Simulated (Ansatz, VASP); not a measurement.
SiO2: VASP beside Ansatz

INCAR

```
SYSTEM = SiO2
PREC     = Accurate       ! precision mode
ENCUT    = 520            ! plane-wave cutoff, eV
EDIFF    = 1E-7           ! SCF threshold, eV
ISMEAR   = 0              ! smearing method
SIGMA    = 0.01           ! smearing width, eV
LREAL    = .False.        ! projectors in reciprocal space
LASPH    = .True.         ! aspherical terms in the spheres
NELM     = 80             ! most SCF steps
ALGO     = Normal         ! electronic algorithm
ISIF     = 2              ! what is computed and relaxed
LWAVE    = .False.        ! write WAVECAR
LCHARG   = .False.        ! write CHGCAR
GGA      = PE             ! functional
NBANDS   = 25             ! bands
```

File KPOINTS:

```
regular mesh
0
Gamma
  6 6 6
  0 0 0
```

File POSCAR:

```
SiO2
1.0
   -2.5626638011      2.5626638011      3.7617495953
    2.5626638011     -2.5626638011      3.7617495953
    2.5626638011      2.5626638011     -3.7617495953
Si O
2 4
Direct
    0.0000000000      0.0000000000      0.0000000000
    0.7500000000      0.2500000000      0.5000000000
    0.9670112386      0.6250000000      0.8420112386
    0.3750000000      0.2170112386      0.3420112386
    0.7829887614      0.1250000000      0.1579887614
    0.8750000000      0.0329887614      0.6579887614
```

Input for Ansatz:

```yaml
crystal:
  lattice:
    - [-2.5626638011, 2.5626638011, 3.7617495953]
    - [2.5626638011, -2.5626638011, 3.7617495953]
    - [2.5626638011, 2.5626638011, -3.7617495953]
  atoms:
    - { symbol: Si, position: [0.0, 0.0, 0.0] }
    - { symbol: Si, position: [0.75, 0.25, 0.5] }
    - { symbol: O, position: [0.9670112386, 0.625, 0.8420112386] }
    - { symbol: O, position: [0.375, 0.2170112386, 0.3420112386] }
    - { symbol: O, position: [0.7829887614, 0.125, 0.1579887614] }
    - { symbol: O, position: [0.875, 0.0329887614, 0.6579887614] }
kpoints:
  mp_grid: { grid: [6, 6, 6] }
hamiltonian:
  xc: pbe
scf:
  occupations: { method: fixed }
  n_extra_bands: 5
output:
  forces: true
  stress: true
  eigenvalues: true
```

Alike in both runs: task single point; functional PBE; k mesh 6 × 6 × 6; no spin polarisation.

```csv
,VASP,Ansatz
version,VASP 6.6.1,Ansatz 0.2.0
potentials or method,"VASP PAW PBE potentials, release 64 (Si, O)","plane waves, PAW"
plane-wave cutoff (eV),520,420
occupations,"gaussian, width 0.01 eV",fixed
valence electrons in the cell,32,32
```

```tsv
	VASP	Ansatz	Ansatz less VASP
gap on the k mesh at the Fermi level (eV)	5.34	5.35	+0.005
pressure (GPa)	-7.8	-7.9	-0.04
rms of the force components (eV/Å)	0.248	0.245	-0.0027
```

Atom by atom the forces differ by 0.003 eV/Å (rms over components).
